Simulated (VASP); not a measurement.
# HfN (Imm2) in VASP: single point with r2SCAN

Aim: the single point of HfN with r2SCAN.

Everything below comes from runs of VASP 6.6.1. Logs are shortened: lines on timing, memory, paths and dates and some standing lists are left out, and cuts for length are marked.

## Step 1: The cell of the first run

It takes space group Imm2 (No. 44, orthorhombic). The conventional cell has a = 3.195 Å, b = 4.518 Å, c = 3.195 Å, α = 90.00°, β = 90.00°, γ = 90.00°. Within 2.9 Å of Hf (site symmetry mm2) lie 6 N at 2.21 to 2.31 Å. Within 2.9 Å of N (site symmetry mm2) lie 6 Hf at 2.21 to 2.31 Å.

## Step 2: Single point, r2SCAN

Input file POSCAR:

```
HfN
1.0
    0.0000000000      2.2590000000      2.2590000000
    2.2590000000      0.0000000000      2.2590000000
    2.2590000000      2.2590000000      0.0000000000
Hf N
1 1
Direct
    0.0000000000      0.0000000000      0.0000000000
    0.4765236792      0.5000000000      0.5000000000
```

Input file INCAR.step1:

```
  PREC = Accurate
  ENCUT = 520
  ISMEAR = 0
  SIGMA = 0.15
  LREAL = F
  LASPH = T
  NELM = 60
  NBANDS = 14
  GGA = PE
  ALGO = Normal
  EDIFF = 1E-4
  LWAVE = T
  LCHARG = F
```

Input file INCAR.step2:

```
  PREC = Accurate
  ENCUT = 520
  EDIFF = 1E-6
  ISMEAR = 0
  SIGMA = 0.15
  LREAL = F
  LASPH = T
  NELM = 60
  ALGO = Normal
  ISIF = 2
  LWAVE = F
  LCHARG = T
  METAGGA = R2SCAN
  LMIXTAU = T
  LELF = T
  LVHAR = T
  NBANDS = 14
  ISTART = 1
```

Input file KPOINTS:

```
Automatic mesh
0
Gamma
  18 18 18
```

Potentials or basis: VASP PAW PBE potentials, release 64 (Hf_pv, N).

Launch:

```bash
$ cat potpaw_PBE.64/Hf_pv/POTCAR potpaw_PBE.64/N/POTCAR > POTCAR
$ cp INCAR.step1 INCAR
$ mpirun -np 1 vasp_std > vasp.out
$ cp INCAR.step2 INCAR
$ mpirun -np 1 vasp_std > vasp.out
```

OUTCAR:

```text
PREC = Accurate
   ENCUT = 520
   EDIFF = 1E-6
   ISMEAR = 0
   LREAL = F
   LASPH = T
   NELM = 60
   ISIF = 2
   METAGGA = R2SCAN
   ISTART = 1

 ion  position               nearest neighbor table
   1  0.000  0.000  0.000-   2 2.21   2 2.21   2 2.26   2 2.26   2 2.31   2 2.31
   2  0.477  0.500  0.500-   1 2.21   1 2.21   1 2.26   1 2.26   1 2.31   1 2.31

  LATTYP: Found a face centered cubic cell.
 ALAT       =     4.5180000000

  Lattice vectors:

 A1 = (   0.0000000000,   2.2590000000,   2.2590000000)
 A2 = (   2.2590000000,   0.0000000000,   2.2590000000)
 A3 = (   2.2590000000,   2.2590000000,   0.0000000000)

Analysis of symmetry for initial positions (statically):
=====================================================================
 Subroutine PRICEL returns:
 Original cell was already a primitive cell.

 Routine SETGRP: Setting up the symmetry group for a
 face centered cubic supercell.

 Subroutine GETGRP returns: Found  4 space group operations
 (whereof  4 operations were pure point group operations)
 out of a pool of 48 trial point group operations.

The static configuration has the point symmetry C_2v.

Analysis of symmetry for dynamics (positions and initial velocities):
=====================================================================
 Subroutine PRICEL returns:
 Original cell was already a primitive cell.

 Routine SETGRP: Setting up the symmetry group for a
 face centered cubic supercell.

 Subroutine GETGRP returns: Found  4 space group operations
 (whereof  4 operations were pure point group operations)
 out of a pool of 48 trial point group operations.

The dynamic configuration has the point symmetry C_2v.

 Subroutine INISYM returns: Found  4 space group operations
 (whereof  4 operations are pure point group operations),
 and found     1 'primitive' translations

----------------------------------------------------------------------------------------

                                     Primitive cell

  volume of cell :      23.0557

  direct lattice vectors                    reciprocal lattice vectors
     0.000000000  2.259000000  2.259000000    -0.221336875  0.221336875  0.221336875
     2.259000000  0.000000000  2.259000000     0.221336875 -0.221336875  0.221336875
     2.259000000  2.259000000  0.000000000     0.221336875  0.221336875 -0.221336875

  length of vectors
     3.194708437  3.194708437  3.194708437     0.383366713  0.383366713  0.383366713

  position of ions in fractional coordinates (direct lattice)
     0.000000000  0.000000000  0.000000000
     0.476523679  0.500000000  0.500000000

  ion indices of the primitive-cell ions
   primitive index   ion index
                 1           1
                 2           2

----------------------------------------------------------------------------------------

 KPOINTS: Automatic mesh

Automatic generation of k-mesh.
 Grid dimensions read from file:
 generate k-points for:   18   18   18

 Generating k-lattice:

  Cartesian coordinates                     Fractional coordinates (reciprocal lattice)
    -0.012296493  0.012296493  0.012296493     0.055555556  0.000000000  0.000000000
     0.012296493 -0.012296493  0.012296493     0.000000000  0.055555556  0.000000000
     0.012296493  0.012296493 -0.012296493     0.000000000  0.000000000  0.055555556

  Length of vectors
     0.021298151  0.021298151  0.021298151

  Shift w.r.t. Gamma in fractional coordinates (k-lattice)
     0.000000000  0.000000000  0.000000000

 Subroutine IBZKPT returns following result:
 ===========================================

 Found    865 irreducible k-points:

 Following reciprocal coordinates:
            Coordinates               Weight
  0.000000  0.000000  0.000000      1.000000
  0.055556  0.000000  0.000000      4.000000
  0.000000  0.055556  0.000000      4.000000
  0.111111  0.000000  0.000000      4.000000
  0.000000  0.111111  0.000000      4.000000
  0.166667  0.000000  0.000000      4.000000
[... 16 lines left out ...]
  0.000000  0.111111  0.055556      4.000000
  0.055556  0.000000  0.111111      8.000000
 [... further k-points ...]
   k-points           NKPTS =    865   k-points in BZ     NKDIM =    865   number of bands    NBANDS=     14
   number of dos      NEDOS =    301   number of ions     NIONS =      2
   total plane-waves  NPLWV =  13824
   dimension x,y,z NGX =    24 NGY =   24 NGZ =   24
   dimension x,y,z NGXF=    48 NGYF=   48 NGZF=   48
   ions per type =               1   1
   NGX,Y,Z   is equivalent  to a cutoff of  12.49, 12.49, 12.49 a.u.
   NGXF,Y,Z  is equivalent  to a cutoff of  24.98, 24.98, 24.98 a.u.
 SYSTEM =  unknown system
   PREC   = accura    normal or accurate (medium, high low for compatibility)
   ISTART =      1    job   : 0-new  1-cont  2-samecut
   ICHARG =      0    charge: 1-file 2-atom 10-const
   ISPIN  =      1    spin polarized calculation?
   LNONCOLLINEAR =      F non collinear calculations
   LSORBIT =      F    spin-orbit coupling
   LASPH  =      T    aspherical Exc in radial PAW
   ENCUT  =  520.0 eV  38.22 Ry    6.18 a.u.   5.94  5.94  5.94*2*pi/ulx,y,z
   NELM   =     60;   NELMIN=  2; NELMDL=  0     # of ELM steps
   EDIFF  = 0.1E-05   stopping-criterion for ELM
   LREAL  =      F    real-space projection
   EDIFFG = 0.1E-04   stopping-criterion for IOM
   NSW    =      0    number of steps for IOM
   IBRION =     -1    ionic relax: 0-MD 1-quasi-New 2-CG
   NFREE  =      0    steps in history (QN), initial steepest desc. (CG)
   ISIF   =      2    stress and relaxation
   ISYM   =      2    0-nonsym 1-usesym 2-fastsym
   POTIM  = 0.5000    time-step for ionic-motion
   TEBEG  =    0.0;   TEEND  =   0.0 temperature during run
   PSTRESS=    0.0 pullay stress
   NELECT =      15.0000    total number of electrons
   NUPDOWN=      -1.0000    fix difference up-down
   EMIN   =  10.00;   EMAX   =-10.00  energy-range for DOS
   EFERMI =   0.00;   METHOD = LEGACY
   ISMEAR =     0;   SIGMA  =   0.15  broadening in eV -4-tet -1-fermi 0-gaus
   EFERMI_NEDOS =   21; number of points for ismear=-14 and -15
   IALGO  =     38    algorithm
   IMIX   =      4    mixing-type and parameters
     AMIX     =   0.40;   BMIX     =  1.00
     AMIX_MAG =   1.60;   BMIX_MAG =  1.00
  volume/ion in A,a.u.               =      11.53        77.79
  Fermi-wavevector in a.u.,A,eV,Ry     =   1.418553  2.680677 27.378918  2.012294
  Thomas-Fermi vector in A             =   2.539667
   LORBIT       =      0    0 simple, 1 ext, 2 COOP (PROOUT), +10 PAW based schemes
   METAGGA = R2SCAN    functional components
   LHFCALC =     F    Hartree Fock is set to
   AEXX    =    0.0000 exact exchange contribution
   IVDW    =     0    specifies the selected vdW correction
   LEPSILON=     F    determine dielectric tensor
   LRPA    =     F    only Hartree local field effects (RPA)
 non-spin polarized calculation
 Gauss-broadening in eV      SIGMA  =   0.15
  energy-cutoff  :      520.00
  volume of cell :       23.06
 maximum number of plane-waves:       636
   NGX = 11   NGY = 11   NGZ = 11

 number of electron      15.0000000 magnetization

 Free energy of the ion-electron system (eV)
  ---------------------------------------------------
  ext. energy  EPLUGINS =         0.00000000
  ---------------------------------------------------
  free energy    TOTEN  =       -58.20550097 eV

  energy without entropy =      -58.19853780  energy(sigma->0) =      -58.20201939

 E-fermi :   8.5164     XC(G=0): -13.5602

 val. band max:        8.5121094309   @ k =   0.4444   0.2222   0.1111
 cond. band min:       8.5178862896   @ k =   0.2222  -0.1111  -0.2222
 fundamental gap:      0.0057768588
 Fermi energy:         8.5163742193

 k-point     1 :       0.0000    0.0000    0.0000
  band No.  band energies     occupation
      1     -24.0038      2.00000
      2     -23.9988      2.00000
      3     -23.9966      2.00000
      4     -10.1703      2.00000
      5       5.0025      2.00000
      6       5.0176      2.00000
      7       5.0320      2.00000
      8       8.1936      1.99766
      9       8.2962      1.96207
     10       8.3014      1.95736
     11      10.5712      0.00000
     12      10.5872      0.00000
     13      10.6398      0.00000
     14      18.5601      0.00000

 k-point     2 :       0.0556    0.0000    0.0000
  band No.  band energies     occupation
      1     -24.0343      2.00000
      2     -24.0013      2.00000
      3     -24.0010      2.00000
      4     -10.0988      2.00000
      5       4.6607      2.00000
      6       4.8529      2.00000
      7       4.8880      2.00000
      8       8.2988      1.95979
      9       8.3183      1.93814
     10       8.4311      1.57862
     11      10.7853      0.00000
     12      10.8612      0.00000
     13      10.8805      0.00000
     14      18.8086      0.00000

 k-point     3 :       0.0000    0.0556    0.0000
  band No.  band energies     occupation
      1     -24.0312      2.00000
      2     -24.0057      2.00000
      3     -23.9999      2.00000
      4     -10.0986      2.00000
      5       4.6143      2.00000
      6       4.8488      2.00000
      7       4.9531      2.00000
      8       8.2183      1.99505
      9       8.3567      1.86786
     10       8.4490      1.47453
     11      10.7797      0.00000
     12      10.8310      0.00000
     13      10.9260      0.00000
     14      18.8079      0.00000
[... 324 lines left out ...]
 k-point    23 :       0.0000    0.1111    0.0556
  band No.  band energies     occupation
      1     -24.0973      2.00000
      2     -24.0239      2.00000
      3     -24.0110      2.00000
      4      -9.9183      2.00000
      5       3.7909      2.00000
      6       4.5535      2.00000
      7       4.7477      2.00000
      8       8.0081      2.00000
      9       8.7701      0.01675
     10       8.8626      0.00110
     11      10.9347      0.00000
     12      11.0366      0.00000
     13      12.1734      0.00000
     14      19.4342      0.00000

 k-point    24 :       0.0556    0.0000    0.1111
  band No.  band energies     occupation
      1     -24.0990      2.00000
      2     -24.0206      2.00000
      3     -24.0128      2.00000
      4      -9.9176      2.00000
      5       3.7915      2.00000
      6       4.5950      2.00000
      7       4.7025      2.00000
      8       7.9806      2.00000
      9       8.8056      0.00639
     10       8.8804      0.00060
     11      10.9285      0.00000
     12      10.9947      0.00000
     13      12.1998      0.00000
     14      19.4338      0.00000

 [... further k-points ...]

------------------------ aborting loop because EDIFF is reached ----------------------------------------

  FORCE on cell =-STRESS in cart. coord.  units (eV):
  Direction    XX          YY          ZZ          XY          YZ          ZX
  --------------------------------------------------------------------------------------
  -------------------------------------------------------------------------------------
  Total       -0.1712294     -0.0179162     -0.0179162      0.0000000     -0.0183894      0.0000000
  in kB      -11.8989908     -1.2450236     -1.2450236      0.0000000     -1.2779047      0.0000000
  external PRESSURE =      -4.7963460 kB  Pullay stress =       0.0000000 kB

 VOLUME and BASIS-vectors are now :
 -----------------------------------------------------------------------------
  energy-cutoff  :      520.00
  volume of cell :       23.06
      direct lattice vectors                 reciprocal lattice vectors
     0.000000000  2.259000000  2.259000000    -0.221336875  0.221336875  0.221336875
     2.259000000  0.000000000  2.259000000     0.221336875 -0.221336875  0.221336875
     2.259000000  2.259000000  0.000000000     0.221336875  0.221336875 -0.221336875

 POSITION                                       TOTAL-FORCE (eV/Angst)
 -----------------------------------------------------------------------------------
      0.00000      0.00000      0.00000         0.000000     -0.618997     -0.618997
      2.25900      2.20597      2.20597        -0.000000      0.618997      0.618997
 -----------------------------------------------------------------------------------
    total drift:                               -0.000000     -0.000206     -0.000206

  FREE ENERGIE OF THE ION-ELECTRON SYSTEM (eV)
  ---------------------------------------------------
  free  energy   TOTEN  =       -58.2055009716 eV

  energy  without entropy=      -58.1985378018  energy(sigma->0) =      -58.20201939
```

Wall time 10 min (1 thread of Oxide Virtual Turin-like, shared host); peak memory 0.36 GiB.

Results:

```yaml
Free_energy: -58.2055 eV
Pressure: -0.5 GPa
Largest_force: 0.875 eV/Å
Band_gap_on_the_k_mesh: zero (an odd number of electrons rules out a gap without spin polarisation)
```

Forces on the atoms (eV/Å):
```
Hf   0.000 -0.619 -0.619
N    0.000  0.619  0.619
```

Caveat: the cell differs from its parent crystal (all N atoms moved +0.075 Å, as atom 2 towards its neighbour atom 2 (N) at 3.195 Å); the PAW data sets were made with another functional, which shifts forces and pressure a little; spin-orbit coupling is left out, which moves the levels of the heavy elements.
